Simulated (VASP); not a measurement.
Write the native input for VASP 6.6.1 that does the following.

```
Task                   : electric field gradients
Functional             : LDA
Potentials or basis    : VASP PAW LDA potentials, release 64 (Tl_d, Sn_d)
Cutoff                 : 520 eV
k mesh                 : 9 × 9 × 8
Occupations            : fermi-dirac, width 0.08 eV
Spin                   : no spin polarisation
Dipole correction      : no
Further INCAR settings : ALGO = Normal; EDIFF = 1e-08; NBANDS = 20
```

The structure of TlSn lies in POSCAR:

```
TlSn
1.0
    3.6147298654      0.0000000000      0.0000000000
    0.0000000000      3.6147298654      0.0000000000
    0.0000000000      0.0000000000      4.3312500000
Tl Sn
1 1
Direct
    0.0000000000      0.0000000000      0.0000000000
    0.5000000000      0.5000000000      0.5000000000
```

This cell differs from its parent crystal: zz strain of -1 %.

These files were run (other wordings do the same):

INCAR

```
SYSTEM = TlSn
PREC = Accurate
ENCUT = 520
EDIFF = 1E-8
ISMEAR = -1
SIGMA = 0.08
LREAL = .FALSE.
LASPH = .TRUE.
NELM = 100
ALGO = Normal
ISIF = 2
LWAVE = .FALSE.
LCHARG = .FALSE.
GGA = CA
LEFG = .TRUE.
NBANDS = 20
```

KPOINTS

```
regular mesh
0
G
  9 9 8
  0 0 0
```

Potentials or basis: VASP PAW LDA potentials, release 64 (Tl_d, Sn_d).

The run is started by

```console
$ cat potpaw_LDA.64/Tl_d/POTCAR potpaw_LDA.64/Sn_d/POTCAR > POTCAR
$ mpirun -np 1 vasp_std > vasp.out
```

Results of the run:

* Pressure: -2.9 GPa

Caveat: the cell differs from its parent crystal (zz strain of -1 %); without QUAD_EFG the Cq values of the log hold for a quadrupole moment of 1 mb, not for the nuclei.

Run time: 59 s on 1 thread of Intel(R) Xeon(R) Platinum 8488C (Sapphire Rapids) (shared host), peak memory 0.21 GiB.
